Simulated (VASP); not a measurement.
Wanted: the native input for a VASP 6.6.1 run.

- Task: electric field gradients
- Functional: LDA
- Potentials or basis: VASP PAW LDA potentials, release 64 (Li_sv)
- Cutoff: 520 eV
- k mesh: 13 × 13 × 13
- Occupations: fermi-dirac, width 0.05 eV
- Spin: no spin polarisation
- Dipole correction: no
- Further INCAR settings: ALGO = Normal; EDIFF = 1e-08; NBANDS = 8

The structure of Li lies in POSCAR:

```
Li
1.0
   -1.7500000000      1.7500000000      1.7150000000
    1.7500000000     -1.7500000000      1.7150000000
    1.7500000000      1.7500000000     -1.7150000000
Li
1
Direct
    0.0000000000      0.0000000000      0.0000000000
```

This cell differs from its parent crystal: zz strain of -2 %.

The input as run:

INCAR

```
PREC     = Accurate       # precision mode
ENCUT    = 520            # plane-wave cutoff, eV
EDIFF    = 1E-8           # SCF threshold, eV
ISMEAR   = -1             # smearing method
SIGMA    = 0.05           # smearing width, eV
LREAL    = False          # projectors in reciprocal space
LASPH    = True           # aspherical terms in the spheres
NELM     = 60             # most SCF steps
ALGO     = Normal         # electronic algorithm
ISIF     = 2              # what is computed and relaxed
LWAVE    = False          # write WAVECAR
LCHARG   = False          # write CHGCAR
LEFG     = True         
NBANDS   = 8              # bands
```

KPOINTS

```
regular mesh
0
Gamma
  13 13 13
```

Potentials or basis: VASP PAW LDA potentials, release 64 (Li_sv).

The run is started by

```console
$ cat potpaw_LDA.64/Li_sv/POTCAR > POTCAR
$ mpirun -np 1 vasp_std > vasp.out
```

It took 9.7 s on 1 thread of Intel(R) Xeon(R) Platinum 8488C (Sapphire Rapids) (shared host), peak memory 0.13 GiB.
